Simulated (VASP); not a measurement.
## Si: single point with PBEsol

Si:

```
Si
1.0
     0.00000    5.46599    5.46599
     5.46599    0.00000    5.46599
     5.46599    5.46599    0.00000
Si
16
Cartesian
  10.8235 5.6452 5.6301
  5.3348 5.5120 5.5406
  1.1820 1.4966 1.4702
  7.0510 6.8530 6.9278
  8.0473 2.8734 5.5362
  2.9516 2.7113 5.5164
  4.0272 4.2730 1.2397
  4.2847 4.2147 6.7815
  8.0811 5.4416 2.8127
  2.6619 5.3204 2.7257
  4.0020 1.2946 4.1348
  4.1279 6.8492 4.1910
  10.8017 8.2187 8.1496
  5.6484 8.2321 8.2094
  1.3388 4.1689 4.1378
  6.9098 3.9668 3.9606
```

- Program: VASP 6.6.1
- Task: single point
- Functional: PBEsol
- Potentials or basis: VASP PAW PBE potentials, release 64 (Si)
- Cutoff: 520 eV
- k mesh: 2 × 2 × 2, shifted
- Occupations: fermi-dirac, width 0.05 eV
- Spin: no spin polarisation

```
Pressure               : 1.8 GPa
Largest force          : 5.148 eV/Å
Band gap on the k mesh : 0.39 eV (least direct gap 0.41 eV)
```

Forces on the atoms (eV/Å):
```
Si   1.229 -0.533 -2.265
Si   4.376  1.829 -2.001
Si   2.325 -0.817 -0.319
Si  -1.436  0.084 -1.124
Si   1.317 -1.670  0.041
Si  -1.661  1.375 -0.040
Si   0.358 -2.279  1.762
Si  -3.531 -1.575  2.147
Si   1.109  0.908 -1.914
Si   1.301  1.375  1.145
Si   1.470  0.735 -1.213
Si  -2.090  0.345 -0.732
Si   0.223  1.113  2.577
Si  -3.313 -1.715 -1.879
Si  -0.781 -1.265  1.232
Si  -0.896  2.088  2.582
```

Stress tensor (GPa, compression positive):
```
 0.74  1.92 -0.75
 1.92  2.38 -2.03
-0.75 -2.03  2.25
```

Levels at points of the mesh, in eV from the valence-band top:
| k point | band 28 | band 29 | band 30 | band 31 | band 32 | band 33 | band 34 | band 35 | band 36 | band 37 |
| --- | --- | --- | --- | --- | --- | --- | --- | --- | --- | --- |
| (0.25, 0.25, 0.25) | -1.43 | -1.39 | -0.92 | -0.35 | -0.01 | 0.40 | 0.51 | 0.66 | 1.11 | 1.38 |

Wall time 10 min on 1 thread of Intel Xeon 8259CL, with other jobs on the host, peak memory 0.52 GiB.

Caveat: the PAW data sets were made with another functional, which shifts forces and pressure a little; a shifted mesh leaves out Γ, where band edges can lie. A k mesh can miss the band edges.
